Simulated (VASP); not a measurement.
NaCl:

```xyz
2
Lattice="3.5022 0.0000 0.0000 0.0000 3.5022 0.0000 0.0000 0.0000 3.5022" Properties=species:S:1:pos:R:3 pbc="T T T"
Cl    1.7511    1.7511    1.7511
Na    0.0000    0.0000    0.0000
```

Base run:

```yaml
Program: VASP 6.6.1
Functional: revPBE
Potentials_or_basis: VASP PAW PBE potentials, release 64 (Cl, Na_pv)
Cutoff: 500 eV
k_mesh: 8 × 8 × 8
Occupations: fermi-dirac, width 0.05 eV
Spin: no spin polarisation
```

Its results: band gap on the k mesh 4.24 eV, indirect (least direct gap 4.73 eV); pressure 1.6 GPa.

The run is repeated on the same cell with these changes: functional from revPBE to r2SCAN; cutoff from 500 eV to 520 eV. What comes out?

Band gap on the k mesh 4.81 eV, indirect (least direct gap 5.32 eV); pressure -1.2 GPa.

r2SCAN gives the wider gap, since meta-GGAs in the generalised Kohn-Sham scheme recover part of the derivative discontinuity.

Caveats: the PAW data sets were made with another functional, which shifts forces and pressure a little.

A k mesh can miss the band edges.
